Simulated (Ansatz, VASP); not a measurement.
**HgTe in VASP and in Ansatz**

```xyz
2
Lattice="0.0000 3.3549 3.1898 3.3549 0.0000 3.1898 3.3549 3.3549 0.0000" Properties=species:S:1:pos:R:3 pbc="T T T"
Hg    0.0000    0.0000    0.0000
Te    1.6775    1.6775    1.5949
```

Change from the starting cell: epitaxial_xy strain +2.0%.

Alike in both runs: task single point; functional PBE; k mesh 6 × 6 × 6; occupations fermi-dirac, width 0.02 eV; no spin polarisation.

```csv
,VASP,Ansatz
version,VASP 6.6.1,Ansatz 0.2.0
potentials or method,"VASP PAW PBE potentials, release 64 (Hg, Te)","plane waves, PAW"
plane-wave cutoff (eV),520,420
valence electrons in the cell,18,36
```

|  | VASP | Ansatz | Ansatz less VASP |
| --- | --- | --- | --- |
| pressure (GPa) | 0.9 | 0.9 | -0.05 |
| traceless stress, the component that is largest in VASP (GPa) | 0.41 | 0.41 | 0.000 |

VASP's potentials hold 18 valence electrons a cell and Ansatz's 36, so a difference there can come from the potentials and not from the codes.

Spin-orbit coupling is off throughout.
